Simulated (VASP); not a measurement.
Write the native input for VASP 6.6.1 that does the following.

- Task: single point
- Functional: r2SCAN
- Potentials or basis: VASP PAW PBE potentials, release 64 (Ba_sv, Sr_sv, Ti_sv, O)
- Cutoff: 520 eV
- k mesh: 8 × 8 × 2
- Occupations: gaussian, width 0.02 eV
- Spin: no spin polarisation
- Dipole correction: no
- Further INCAR settings: LREAL = Auto; ALGO = Normal; EDIFF = 1e-07; NBANDS = 96

BaSr3Ti4O12:

```
Ba Sr Ti O
1.0
     3.76561    0.00000    0.00000
     0.00000    3.76561    0.00000
     0.00000    0.00000   15.05684
Ba Sr Ti O
1 3 4 12
Direct
  0.00000 0.00000 0.00000
  0.00000 0.00000 0.25269
  0.00000 0.00000 0.50000
  0.00000 0.00000 0.74731
  0.50000 0.50000 0.12810
  0.50000 0.50000 0.37601
  0.50000 0.50000 0.62399
  0.50000 0.50000 0.87190
  0.00000 0.50000 0.13062
  0.00000 0.50000 0.37617
  0.00000 0.50000 0.62383
  0.00000 0.50000 0.86938
  0.50000 0.50000 0.00000
  0.50000 0.50000 0.25199
  0.50000 0.50000 0.50000
  0.50000 0.50000 0.74801
  0.50000 0.00000 0.13062
  0.50000 0.00000 0.37617
  0.50000 0.00000 0.62383
  0.50000 0.00000 0.86938
```

One way to write it, as run:

POSCAR

```
BaSr3Ti4O12
1.0
    3.7656052869      0.0000000000      0.0000000000
    0.0000000000      3.7656052869      0.0000000000
    0.0000000000      0.0000000000     15.0568400211
Ba Sr Ti O
1 3 4 12
Direct
    0.0000000000      0.0000000000      0.0000000000
    0.0000000000      0.0000000000      0.2526948729
    0.0000000000      0.0000000000      0.5000000000
    0.0000000000      0.0000000000      0.7473051271
    0.5000000000      0.5000000000      0.1280988821
    0.5000000000      0.5000000000      0.3760094429
    0.5000000000      0.5000000000      0.6239905571
    0.5000000000      0.5000000000      0.8719011179
    0.0000000000      0.5000000000      0.1306169356
    0.0000000000      0.5000000000      0.3761736910
    0.0000000000      0.5000000000      0.6238263090
    0.0000000000      0.5000000000      0.8693830644
    0.5000000000      0.5000000000      0.0000000000
    0.5000000000      0.5000000000      0.2519940554
    0.5000000000      0.5000000000      0.5000000000
    0.5000000000      0.5000000000      0.7480059446
    0.5000000000      0.0000000000      0.1306169356
    0.5000000000      0.0000000000      0.3761736910
    0.5000000000      0.0000000000      0.6238263090
    0.5000000000      0.0000000000      0.8693830644
```

INCAR.step1

```
PREC = Accurate
ENCUT = 520
ISMEAR = 0
SIGMA = 0.02
LREAL = Auto
LASPH = T
NELM = 80
NBANDS = 96
GGA = PE
ALGO = Normal
EDIFF = 1E-4
LWAVE = T
LCHARG = F
```

INCAR.step2

```
PREC = Accurate
ENCUT = 520
EDIFF = 1E-7
ISMEAR = 0
SIGMA = 0.02
LREAL = Auto
LASPH = T
NELM = 80
ALGO = Normal
ISIF = 2
LWAVE = F
LCHARG = T
METAGGA = R2SCAN
LMIXTAU = T
LELF = T
LVHAR = T
NBANDS = 96
ISTART = 1
```

KPOINTS

```
regular mesh
0
Gamma
  8 8 2
```

Potentials or basis: VASP PAW PBE potentials, release 64 (Ba_sv, Sr_sv, Ti_sv, O).

Command:

```sh
$ cat potpaw_PBE.64/Ba_sv/POTCAR potpaw_PBE.64/Sr_sv/POTCAR potpaw_PBE.64/Ti_sv/POTCAR potpaw_PBE.64/O/POTCAR > POTCAR
$ cp INCAR.step1 INCAR
$ mpirun -np 1 vasp_std > vasp.out
$ cp INCAR.step2 INCAR
$ mpirun -np 1 vasp_std > vasp.out
```

Results of the run:

The pressure is 33.5 GPa, the largest force is 0.057 eV/Å and the band gap on the k mesh is 2.47 eV (least direct gap 2.71 eV).

Caveat: the cell stands under pressure; the PAW data sets were made with another functional, which shifts forces and pressure a little; spin-orbit coupling is left out, which moves the levels of the heavy elements.

It took 68 min on 1 thread of Oxide Virtual Turin-like Processor, with other jobs on the host, peak memory 0.53 GiB.
